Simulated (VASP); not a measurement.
# Be16H (a cell with a defect) in VASP: single point with LDA

Aim: the single point of Be16H (a cell with a defect) with LDA.

Program: VASP 6.6.1. These are calculated values, not measurements. Logs are shortened: lines on timing, memory, paths and dates and some standing lists are left out, and cuts for length are marked.

## Step 1: The cell of the first run

The cell holds a defect, 17 atoms: a = 4.580 Å, b = 3.966 Å, c = 7.177 Å, α = 90.00°, β = 90.00°, γ = 90.00°.

## Step 2: Single point, LDA

INCAR reads:

```
PREC = Accurate
ENCUT = 520
EDIFF = 1E-6
ISMEAR = 0
SIGMA = 0.15
LREAL = Auto
LASPH = T
NELM = 100
ALGO = Normal
ISIF = 2
LWAVE = F
LCHARG = F
NBANDS = 30
```

KPOINTS reads:

```
regular mesh
0
Gamma
  4 4 3
```

POSCAR reads:

```
Be16H
1.0
   -2.2900000000     -3.9663960000      0.0000000000
    3.4350000000     -1.9831980000      0.0000000000
    0.0000000000      0.0000000000      7.1768600000
Be H
16 1
Direct
    0.7489113152      0.4983315609      0.0012093032
    0.4842387382      0.3196732781      0.2266174901
    0.7811340935      0.5240943447      0.5158207071
    0.5005295345      0.3341343913      0.7549307079
    0.4960879943     -0.0111392993     -0.0054231238
    0.2436560115      0.8300839203      0.2457683444
    0.5016926411     -0.0059513397      0.4982435215
    0.2488534231      0.8295625440      0.7467494141
    0.2427842965      0.5007388760     -0.0038070967
   -0.0007468632      0.3328610432      0.2487586493
    0.2499214507      0.4997290021      0.4985823884
    0.0041686945      0.3296455052      0.7534616810
   -0.0012563119      0.0009202462      0.0002032922
    0.7510387717      0.8349457896      0.2469745822
    0.0051962424      0.0067066652      0.5007015603
    0.7503719587      0.8398473902      0.7525003971
    0.5489577775      0.3663648648      0.4205435246
```

Potentials or basis: VASP PAW LDA potentials, release 64 (Be, H).

On the command line:

```bash
> cat potpaw_LDA.64/Be/POTCAR potpaw_LDA.64/H/POTCAR > POTCAR
> mpirun -np 1 vasp_std > vasp.out
```

OUTCAR:

```text
PREC = Accurate
   ENCUT = 520
   EDIFF = 1E-6
   ISMEAR = 0
   LREAL = Auto
   LASPH = T
   NELM = 100
   ISIF = 2

 ion  position               nearest neighbor table
   1  0.749  0.498  0.001-   2 2.14   4 2.20  14 2.21  10 2.21  12 2.23  16 2.24   9 2.26   5 2.26
                            13 2.28  13 2.30   9 2.32   5 2.33
   2  0.484  0.320  0.227-  17 1.43   9 2.12   5 2.12   1 2.14  10 2.23   6 2.24  14 2.28   6 2.31
                            11 2.34   7 2.34  10 2.36  14 2.39
   3  0.781  0.524  0.516-  17 1.41  16 2.12  12 2.13  11 2.15  15 2.17   7 2.26   4 2.27  10 2.29
                            14 2.29  15 2.30
   4  0.501  0.334  0.755-   9 2.20   5 2.20   1 2.20  11 2.27  16 2.27   3 2.27  12 2.27   8 2.28
                             7 2.28  12 2.31  16 2.31   8 2.31
   5  0.496  0.989  0.995-   2 2.12  16 2.17   4 2.20   8 2.20   6 2.23  14 2.24   9 2.26   1 2.26
                            13 2.28  13 2.30   1 2.33   9 2.34
   6  0.244  0.830  0.246-  13 2.20   9 2.22   5 2.23   2 2.24  11 2.24  15 2.24  14 2.26   7 2.26
                            10 2.27  10 2.29   2 2.31  14 2.32
   7  0.502  0.994  0.498-  17 1.59   8 2.22  14 2.23  16 2.24   6 2.26   3 2.26  15 2.27  11 2.27
                             4 2.28  15 2.31  11 2.31   2 2.34
   8  0.249  0.830  0.747-   5 2.20  15 2.20  11 2.21   9 2.22   7 2.22  13 2.25  12 2.28  12 2.28
                             4 2.28  16 2.28  16 2.30   4 2.31
   9  0.243  0.501  0.996-   2 2.12  12 2.17   4 2.20   8 2.22   6 2.22  10 2.23   5 2.26   1 2.26
                            13 2.28  13 2.28   1 2.32   5 2.34
  10  0.999  0.333  0.249-   1 2.21  13 2.22  15 2.22   2 2.23  11 2.23   9 2.23   6 2.27  14 2.28
                             6 2.29   3 2.29  14 2.29   2 2.36
  11  0.250  0.500  0.499-  17 1.57   3 2.15   8 2.21  10 2.23   6 2.24  12 2.25  15 2.25   4 2.27
                             7 2.27  15 2.30   7 2.31   2 2.34
  12  0.004  0.330  0.753-   3 2.13   9 2.17  13 2.20  15 2.22   1 2.23  11 2.25  16 2.26   4 2.27
                             8 2.28   8 2.28   4 2.31  16 2.33
  13  0.999  0.001  0.000-   6 2.20  12 2.20  14 2.20  16 2.21  10 2.22   8 2.25   9 2.28   9 2.28
                             5 2.28   1 2.28   1 2.30   5 2.30
  14  0.751  0.835  0.247-  13 2.20   1 2.21   7 2.23   5 2.24   6 2.26  15 2.27  10 2.28   2 2.28
                            10 2.29   3 2.29   6 2.32   2 2.39
  15  0.005  0.007  0.501-   3 2.17   8 2.20  12 2.22  10 2.22   6 2.24  16 2.25  11 2.25  14 2.27
                             7 2.27   3 2.30  11 2.30   7 2.31
  16  0.750  0.840  0.753-   3 2.12   5 2.17  13 2.21   7 2.24   1 2.24  15 2.25  12 2.26   4 2.27
                             8 2.28   8 2.30   4 2.31  12 2.33
  17  0.549  0.366  0.421-   3 1.41   2 1.43  11 1.57   7 1.59

  LATTYP: Found a simple orthorhombic cell.
 ALAT       =     3.9663962620
 B/A-ratio  =     1.1547004875
 C/A-ratio  =     1.8094157835

  Lattice vectors:

 A1 = (  -3.4350000000,   1.9831980000,   0.0000000000)
 A2 = (  -2.2900000000,  -3.9663960000,   0.0000000000)
 A3 = (   0.0000000000,   0.0000000000,   7.1768600000)

Analysis of symmetry for initial positions (statically):
=====================================================================
 Subroutine PRICEL returns:
 Original cell was already a primitive cell.

 Routine SETGRP: Setting up the symmetry group for a
 simple orthorhombic supercell.

 Subroutine GETGRP returns: Found  1 space group operations
 (whereof  1 operations were pure point group operations)
 out of a pool of  8 trial point group operations.

The static configuration has the point symmetry C_1 .

Analysis of symmetry for dynamics (positions and initial velocities):
=====================================================================
 Subroutine PRICEL returns:
 Original cell was already a primitive cell.

 Routine SETGRP: Setting up the symmetry group for a
 simple orthorhombic supercell.

 Subroutine GETGRP returns: Found  1 space group operations
 (whereof  1 operations were pure point group operations)
 out of a pool of  8 trial point group operations.

The dynamic configuration has the point symmetry C_1 .

 Subroutine INISYM returns: Found  1 space group operations
 (whereof  1 operations are pure point group operations),
 and found     1 'primitive' translations

----------------------------------------------------------------------------------------

                                     Primitive cell

  volume of cell :     130.3755

  direct lattice vectors                    reciprocal lattice vectors
    -2.290000000 -3.966396000  0.000000000    -0.109170306 -0.189088533  0.000000000
[... 57 lines left out ...]
     0.054585153 -0.031514755  0.000000000     0.000000000  0.250000000  0.000000000
     0.000000000  0.000000000  0.046445567     0.000000000  0.000000000  0.333333333

  Length of vectors
     0.054585156  0.063029507  0.046445567

  Shift w.r.t. Gamma in fractional coordinates (k-lattice)
     0.000000000  0.000000000  0.000000000

 Subroutine IBZKPT returns following result:
 ===========================================

 Found     26 irreducible k-points:

 Following reciprocal coordinates:
            Coordinates               Weight
  0.000000  0.000000  0.000000      1.000000
  0.250000  0.000000  0.000000      2.000000
  0.500000  0.000000  0.000000      1.000000
  0.000000  0.250000  0.000000      2.000000
  0.250000  0.250000  0.000000      2.000000
 -0.250000  0.250000  0.000000      2.000000
[... 16 lines left out ...]
  0.000000  0.500000  0.333333      2.000000
  0.250000  0.500000  0.333333      2.000000
 [... further k-points ...]
   k-points           NKPTS =     26   k-points in BZ     NKDIM =     26   number of bands    NBANDS=     30
   number of dos      NEDOS =    301   number of ions     NIONS =     17
   total plane-waves  NPLWV =  58320
   dimension x,y,z NGX =    36 NGY =   30 NGZ =   54
   dimension x,y,z NGXF=    72 NGYF=   60 NGZF=  108
   ions per type =              16   1
   NGX,Y,Z   is equivalent  to a cutoff of  13.07, 12.57, 12.51 a.u.
   NGXF,Y,Z  is equivalent  to a cutoff of  26.13, 25.15, 25.02 a.u.
 SYSTEM =  unknown system
   PREC   = accura    normal or accurate (medium, high low for compatibility)
   ISTART =      0    job   : 0-new  1-cont  2-samecut
   ICHARG =      2    charge: 1-file 2-atom 10-const
   ISPIN  =      1    spin polarized calculation?
   LNONCOLLINEAR =      F non collinear calculations
   LSORBIT =      F    spin-orbit coupling
   LASPH  =      T    aspherical Exc in radial PAW
   ENCUT  =  520.0 eV  38.22 Ry    6.18 a.u.   8.52  7.37 13.34*2*pi/ulx,y,z
   NELM   =    100;   NELMIN=  2; NELMDL= -5     # of ELM steps
   EDIFF  = 0.1E-05   stopping-criterion for ELM
   LREAL  =      T    real-space projection
   EDIFFG = 0.1E-04   stopping-criterion for IOM
   NSW    =      0    number of steps for IOM
   IBRION =     -1    ionic relax: 0-MD 1-quasi-New 2-CG
   NFREE  =      0    steps in history (QN), initial steepest desc. (CG)
   ISIF   =      2    stress and relaxation
   ISYM   =      2    0-nonsym 1-usesym 2-fastsym
   POTIM  = 0.5000    time-step for ionic-motion
   TEBEG  =    0.0;   TEEND  =   0.0 temperature during run
   PSTRESS=    0.0 pullay stress
   NELECT =      33.0000    total number of electrons
   NUPDOWN=      -1.0000    fix difference up-down
   EMIN   =  10.00;   EMAX   =-10.00  energy-range for DOS
   EFERMI =   0.00;   METHOD = LEGACY
   ISMEAR =     0;   SIGMA  =   0.15  broadening in eV -4-tet -1-fermi 0-gaus
   EFERMI_NEDOS =   21; number of points for ismear=-14 and -15
   IALGO  =     38    algorithm
   IMIX   =      4    mixing-type and parameters
     AMIX     =   0.40;   BMIX     =  1.00
     AMIX_MAG =   1.60;   BMIX_MAG =  1.00
  volume/ion in A,a.u.               =       7.67        51.75
  Fermi-wavevector in a.u.,A,eV,Ry     =   1.035573  1.956950 14.591049  1.072412
  Thomas-Fermi vector in A             =   2.169923
   LORBIT       =      0    0 simple, 1 ext, 2 COOP (PROOUT), +10 PAW based schemes
   GGA     = CA    functional components
   LHFCALC =     F    Hartree Fock is set to
   AEXX    =    0.0000 exact exchange contribution
   IVDW    =     0    specifies the selected vdW correction
   LEPSILON=     F    determine dielectric tensor
   LRPA    =     F    only Hartree local field effects (RPA)
 non-spin polarized calculation
 Gauss-broadening in eV      SIGMA  =   0.15
  energy-cutoff  :      520.00
  volume of cell :      130.38
 maximum number of plane-waves:      3529
 NGX is ok and might be reduce to    36
   NGX = 17   NGY = 15   NGZ = 27

 number of electron      33.0000000 magnetization

 Free energy of the ion-electron system (eV)
  ---------------------------------------------------
  ext. energy  EPLUGINS =         0.00000000
  ---------------------------------------------------
  free energy    TOTEN  =       -68.84959689 eV

  energy without entropy =      -68.82831830  energy(sigma->0) =      -68.83895760

 E-fermi :   7.2522     XC(G=0): -10.5982

 val. band max:        7.2249838882   @ k =   0.0000   0.5000   0.0000
 cond. band min:       7.2562168931   @ k =   0.5000   0.2500   0.0000
 fundamental gap:      0.0312330049
 Fermi energy:         7.2521811900

 k-point     1 :       0.0000    0.0000    0.0000
  band No.  band energies     occupation
      1      -5.1761      2.00000
      2      -3.1368      2.00000
      3      -2.3479      2.00000
      4      -0.3173      2.00000
      5       0.7920      2.00000
      6       1.4379      2.00000
[... 733 lines left out ...]
     27      12.8696      0.00000
     28      13.0474      0.00000

 [... further k-points ...]

 [bands above 28 left out]

------------------------ aborting loop because EDIFF is reached ----------------------------------------

  FORCE on cell =-STRESS in cart. coord.  units (eV):
  Direction    XX          YY          ZZ          XY          YZ          ZX
  --------------------------------------------------------------------------------------
  -------------------------------------------------------------------------------------
  Total       -3.7674383     -4.3422190     -2.2779117     -0.4546085     -0.7606769      0.0868579
  in kB      -46.2978374    -53.3612852    -27.9931288     -5.5866582     -9.3479161      1.0673919
  external PRESSURE =     -42.5507505 kB  Pullay stress =       0.0000000 kB

 VOLUME and BASIS-vectors are now :
 -----------------------------------------------------------------------------
  energy-cutoff  :      520.00
  volume of cell :      130.38
      direct lattice vectors                 reciprocal lattice vectors
    -2.290000000 -3.966396000  0.000000000    -0.109170306 -0.189088533  0.000000000
     3.435000000 -1.983198000  0.000000000     0.218340611 -0.126059022  0.000000000
     0.000000000  0.000000000  7.176860000     0.000000000  0.000000000  0.139336702

 POSITION                                       TOTAL-FORCE (eV/Angst)
 -----------------------------------------------------------------------------------
     -0.00324     -3.95877      0.00868         0.010712     -0.050272     -0.002425
     -0.01083     -2.55466      1.62640         0.021120     -0.210949      0.068034
      0.01147     -4.13767      3.70197        -0.014703     -0.048123     -0.211319
      0.00154     -2.64795      5.41803        -0.009578     -0.040023      0.036482
      2.26069     -3.92879      7.13794         0.011471     -0.046147     -0.018736
      2.29337     -2.61266      1.76385         0.001830     -0.067352     -0.032955
[... 9 lines left out ...]
      1.16652     -4.64186      5.40059        -0.028281     -0.001413     -0.075955
      0.00135     -2.90396      3.01818         0.011332      0.790634      0.662365
 -----------------------------------------------------------------------------------
    total drift:                               -0.001769     -0.000129     -0.000613

  FREE ENERGIE OF THE ION-ELECTRON SYSTEM (eV)
  ---------------------------------------------------
  free  energy   TOTEN  =       -68.8495968907 eV

  energy  without entropy=      -68.8283183043  energy(sigma->0) =      -68.83895760
```

It took 2.4 min on 1 thread of Intel Xeon Platinum 8375C at 2.90GHz (Ice Lake), shared host; peak memory 0.23 GiB.

What came out:

| Quantity | Value |
| --- | --- |
| Free energy | -68.8496 eV |
| Pressure | -4.3 GPa |
| Largest force | 1.031 eV/Å |

Forces on the atoms (eV/Å):
```
Be   0.011 -0.050 -0.002
Be   0.021 -0.211  0.068
Be  -0.015 -0.048 -0.211
Be  -0.010 -0.040  0.036
Be   0.011 -0.046 -0.019
Be   0.002 -0.067 -0.033
Be  -0.049 -0.037 -0.063
Be   0.002 -0.053 -0.035
Be  -0.026 -0.033 -0.002
Be  -0.016 -0.054 -0.049
Be   0.020 -0.027 -0.043
Be   0.028 -0.022 -0.050
Be  -0.004 -0.014 -0.053
Be   0.002 -0.056 -0.059
Be   0.041 -0.029 -0.071
Be  -0.028 -0.001 -0.076
H    0.011  0.791  0.662
```

Caveat: the k points lie up to 0.40 Å⁻¹ apart.
